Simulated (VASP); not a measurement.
Here is a VASP 6.6.1 calculation.

Contents of INCAR:

```
PREC = Accurate ; ENCUT = 520
EDIFF = 1E-6 ; ISMEAR = -1
SIGMA = 0.05 ; LREAL = F
LASPH = T ; NELM = 150
ALGO = Normal ; ISIF = 2
LWAVE = F ; LCHARG = F
MAGMOM = 0 0 0 0 0 0 ; LORBIT = 11
LSORBIT = T ; GGA_COMPAT = F
LORBMOM = T ; GGA = PS
NBANDS = 30
```

The input KPOINTS:

```
Automatic mesh
0
Gamma
  8 8 8
```

Contents of POSCAR:

```
CdSe
1.0
    0.0000000000      3.0287759606      3.0287759606
    3.0287759606      0.0000000000      3.0287759606
    3.0287759606      3.0287759606      0.0000000000
Cd Se
1 1
Direct
    0.0000000000      0.0000000000      0.0000000000
    0.2500000000      0.2500000000      0.2500000000
```

Potentials or basis: VASP PAW PBE potentials, release 64 (Cd, Se).

Run with:

```sh
$ cat potpaw_PBE.64/Cd/POTCAR potpaw_PBE.64/Se/POTCAR > POTCAR
$ mpirun -np 1 vasp_ncl > vasp.out
```

Task: Estimate the net moment.

Result: 0.00 μB per cell.

Task: Estimate the pressure.

Result: 1.0 GPa.

Moments on the atoms (μB; x, y, z):
```
Cd  0.00 0.00 0.00
Se  0.00 0.00 0.00
```

Caveat: the PAW data sets were made with another functional, which shifts forces and pressure a little.
